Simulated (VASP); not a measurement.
# Ta4F in VASP: a series of runs, part 2 of 2

VASP 6.6.1. The steps go on from the part before.

### Step 3. Single point, PBEsol+D3(BJ)

The input, INCAR:

```
ALGO = Normal
DIPOL = 0.5 0.5 0.498
EDIFF = 1E-6
ENCUT = 520
GGA = PS
IDIPOL = 3
ISIF = 2
ISMEAR = 0
IVDW = 12
LASPH = T
LCHARG = T
LDIPOL = T
LELF = T
LREAL = F
LVACPOTAV = T
LVHAR = T
LWAVE = F
NBANDS = 34
NELM = 100
PREC = Accurate
SIGMA = 0.1
```

The input, KPOINTS:

```
k-points
0
Gamma
  11 11 1
```

The input, POSCAR:

```
Ta4F
1.0
    2.8410132457      0.0000000000      0.0000000000
   -0.9470044152      2.6785329753      0.0000000000
    0.0000000000      0.0000000000     25.9590328043
Ta F
4 1
Direct
    0.5000000000      0.5000000000      0.3274390099
    0.0000000000      0.0000000000      0.4167981790
    0.4996295394      0.5003704606      0.5052521723
    0.0107554863     -0.0107554863      0.5934009852
    0.3620815055      0.6379184945      0.6478032934
```

Potentials or basis: VASP PAW PBE potentials, release 64 (Ta_pv, F).

Started as:

```bash
> cat potpaw_PBE.64/Ta_pv/POTCAR potpaw_PBE.64/F/POTCAR > POTCAR
> mpirun -np 1 vasp_std > vasp.out
```

OUTCAR:

```text
EDIFF = 1E-6
   ENCUT = 520
   GGA = PS
   ISIF = 2
   ISMEAR = 0
   IVDW = 12
   LASPH = T
   LREAL = F
   NELM = 100
   PREC = Accurate
 IVDW          = 12

 ion  position               nearest neighbor table
   1  0.500  0.500  0.327-   2 2.84   2 2.84   2 3.28   2 3.28
   2  0.000  0.000  0.417-   3 2.82   3 2.82   1 2.84   1 2.84   3 3.26   3 3.27   1 3.28   1 3.28

   3  0.500  0.500  0.505-   4 2.82   4 2.82   2 2.82   2 2.82   4 3.22   2 3.26   2 3.27   4 3.30

   4  0.011  0.989  0.593-   5 2.16   5 2.27   5 2.27   3 2.82   3 2.82   3 3.22   3 3.30
   5  0.362  0.638  0.648-   4 2.16   4 2.27   4 2.27

  LATTYP: Found a base centered orthorhombic cell.
 ALAT       =     3.2805195244
 B/A-ratio  =     1.4142135624
 C/A-ratio  =     7.9130859035

  Lattice vectors:

 A1 = (   2.8410132457,   0.0000000000,   0.0000000000)
 A2 = (  -0.9470044152,   2.6785329753,   0.0000000000)
 A3 = (   0.0000000000,   0.0000000000,  25.9590328043)

Analysis of symmetry for initial positions (statically):
=====================================================================
 Subroutine PRICEL returns:
 Original cell was already a primitive cell.
[... 185 lines left out ...]
 fundamental gap:      0.0202526713
 Fermi energy:        -0.5748822230

 k-point     1 :       0.0000    0.0000    0.0000
  band No.  band energies     occupation
      1     -35.4740      2.00000
      2     -34.8478      2.00000
      3     -34.8428      2.00000
      4     -34.5510      2.00000
      5     -34.3043      2.00000
      6     -34.1850      2.00000
[... 877 lines left out ...]
     33       1.6775      0.00000
     34       1.8367      0.00000

 [... further k-points ...]

------------------------ aborting loop because EDIFF is reached ----------------------------------------

 Edisp (eV)   -2.12157

 E8    (eV) :    -1.5921

  FORCE on cell =-STRESS in cart. coord.  units (eV):
  Direction    XX          YY          ZZ          XY          YZ          ZX
  --------------------------------------------------------------------------------------
  -------------------------------------------------------------------------------------
  Total      -4.19770    -5.02238    -2.02859    -1.16627     0.03585    -0.05071
  in kB     -34.04580   -40.73439   -16.45300    -9.45909     0.29080    -0.41127
  external pressure =      -30.41 kB  Pullay stress =        0.00 kB

 VOLUME and BASIS-vectors are now :
 -----------------------------------------------------------------------------
  energy-cutoff  :      520.00
  volume of cell :      197.54
      direct lattice vectors                 reciprocal lattice vectors
     2.841013246  0.000000000  0.000000000     0.351987095  0.124446231  0.000000000
    -0.947004415  2.678532975  0.000000000     0.000000000  0.373338693  0.000000000
     0.000000000  0.000000000 25.959032804     0.000000000  0.000000000  0.038522236

 POSITION                                       TOTAL-FORCE (eV/Angst)
 -----------------------------------------------------------------------------------
      0.94700      1.33927      8.50000         0.014933     -0.010559      0.517320
      0.00000      0.00000     10.81968        -0.005910      0.004179     -0.329126
      0.94560      1.34026     13.11586        -0.004059      0.002870     -0.043117
     -0.90626      2.64972     15.40412        -0.017166      0.012138     -0.159054
      0.42457      1.70869     16.81635         0.012202     -0.008628      0.013976
 -----------------------------------------------------------------------------------
    total drift:                                0.000347     -0.000245     -0.000137

  FREE ENERGIE OF THE ION-ELECTRON SYSTEM (eV)
  ---------------------------------------------------
  free  energy   TOTEN  =       -56.4808754956 eV

  energy  without entropy=      -56.4594221136  energy(sigma->0) =      -56.47014880

 vacuum level on the upper side and lower side of the slab         4.024         4.333
```

OSZICAR:

```text
N       E                     dE             d eps       ncg     rms          rms(c)
DAV:   1     0.424087531401E+03    0.42409E+03   -0.28708E+04  3024   0.133E+03
DAV:   2    -0.351411648842E+02   -0.45923E+03   -0.44768E+03  2904   0.368E+02
DAV:   3    -0.579991393974E+02   -0.22858E+02   -0.22328E+02  2938   0.750E+01
[... 23 lines left out ...]
DAV:  27    -0.543592966354E+02   -0.55365E-05   -0.26977E-07  1964   0.197E-03    0.132E-03
DAV:  28    -0.543593003678E+02   -0.37324E-05   -0.19190E-07  1770   0.205E-03    0.827E-04
DAV:  29    -0.543593036349E+02   -0.32671E-05   -0.21050E-07  1868   0.134E-03    0.477E-04
DAV:  30    -0.543593054124E+02   -0.17775E-05   -0.12381E-07  1692   0.101E-03    0.311E-04
DAV:  31    -0.543593060553E+02   -0.64293E-06   -0.57312E-08  1560   0.863E-04
   1 F= -.56480875E+02 E0= -.56470149E+02  d E =-.214534E-01
```

stdout:

```text
POSCAR found type information on POSCAR TaF
 POSCAR found :  2 types and       5 ions
 scaLAPACK will be used
 -----------------------------------------------------------------------------
|                                                                             |
[... 23 lines left out ...]
|     field-free region was found. Please increase the size of  your cell     |
|     in the dimension of the dipole correction to obtain accurate            |
|     workfunction values.                                                    |
|                                                                             |
 -----------------------------------------------------------------------------
```

It took 8.1 min on 1 thread of AMD EPYC 7R13 (Zen 3), shared host; peak memory 0.42 GiB.

What came out:

```yaml
Free_energy: -56.4809 eV
Largest_force: 0.518 eV/Å
Dispersion_energy_per_atom: -0.424 eV
```

Forces in eV/Å, atoms in the order of the input:
```
Ta   0.015 -0.011  0.517
Ta  -0.006  0.004 -0.329
Ta  -0.004  0.003 -0.043
Ta  -0.017  0.012 -0.159
F    0.012 -0.009  0.014
```

Caveat: three body term missing; the PAW data sets were made with another functional, which shifts forces and pressure a little; spin-orbit coupling is left out, which moves the levels of the heavy elements; an odd number of electrons without spin polarisation forces a metal; a magnetic or distorted state may lie lower.
